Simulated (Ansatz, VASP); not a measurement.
## Two plane-wave programs on LiOs12

```
CELL_PARAMETERS angstrom
5.48000 0.00000 0.00000
-4.11000 7.11873 0.00000
0.00000 0.00000 4.32646
ATOMIC_POSITIONS crystal
Os 0.99903 0.00050 0.99273
Os 0.16517 0.22058 0.51620
Os 0.01115 0.32584 0.02515
Os 0.19162 0.56815 0.47470
Os 0.01247 0.68557 0.02373
Os 0.16934 0.89358 0.50867
Os 0.49842 0.99730 0.99098
Os 0.65555 0.20538 0.47601
Os 0.47601 0.32247 0.02503
Os 0.65656 0.56507 0.47393
Os 0.50245 0.67022 0.98323
Os 0.66856 0.89029 0.50680
Li 0.83367 0.44557 0.74980
```

Alike in both runs: functional PBEsol; k mesh 3 × 2 × 3; occupations fermi-dirac, width 0.15 eV; no spin polarisation.

Ansatz relaxed the structure, and its values are those at the end. VASP's run is a single point on that final structure, the one shown.

|  | VASP | Ansatz |
| --- | --- | --- |
| version | VASP 6.6.1 | Ansatz 0.2.0 |
| potentials or method | VASP PAW PBE potentials, release 64 (Os, Li_sv), cutoff 520 eV | scalar-relativistic, plane waves, PAW |
| valence electrons in the cell | 99 | 195 |

|  | VASP | Ansatz | Ansatz less VASP |
| --- | --- | --- | --- |
| rms of the force components (eV/Å) | 0.019 | 0.011 | -0.0086 |

VASP's potentials were made for PBE, not for PBEsol. With one functional, cell and mesh, what is left measures potentials, basis and numerics. VASP's potentials hold 99 valence electrons a cell and Ansatz's 195, so a difference there can come from the potentials and not from the codes.

The k mesh is coarse, so the values compare programs but aren't converged. Spin-orbit coupling is off throughout. Noted on VASP's run: the cutoff is short for stress, so the pressure is rough.
